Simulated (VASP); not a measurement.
A run of VASP 6.6.1 is set up as follows.

Contents of INCAR:

```
  PREC = Accurate
  ENCUT = 520
  EDIFF = 1E-6
  ISMEAR = 0
  SIGMA = 0.1
  LREAL = F
  LASPH = T
  NELM = 60
  ALGO = Fast
  ISIF = 2
  LWAVE = F
  LCHARG = T
  GGA = PS
  LELF = T
  LVHAR = T
  NBANDS = 26
```

KPOINTS

```
Automatic mesh
0
Gamma
  16 16 16
```

Contents of POSCAR:

```
AlCu3
1.0
    0.0000000000      2.9267225243      2.9267225243
    2.9267225243      0.0000000000      2.9267225243
    2.8853491360      2.8853491360      0.0413733883
Al Cu
1 3
Direct
    0.0000000000      0.0000000000      0.0000000000
    0.5000000000      0.5000000000      0.5000000000
    0.2499809229      0.2499809229      0.2500572313
    0.7500190771      0.7500190771      0.7499427687
```

Potentials or basis: VASP PAW PBE potentials, release 64 (Al, Cu).

The run is started by

```sh
$ cat potpaw_PBE.64/Al/POTCAR potpaw_PBE.64/Cu/POTCAR > POTCAR
$ mpirun -np 1 vasp_std > vasp.out
```

(1) What does it give for the pressure?

(2) Estimate the band gap on the k mesh.

Answers

(1) -2.6 GPa.

(2) zero (bands 18 and 19 overlap by 5.64 eV).

Caveat: the cell differs from its parent crystal (biaxial strain in the a-b plane: +1.5 %, then relaxed in part); the PAW data sets were made with another functional, which shifts forces and pressure a little.
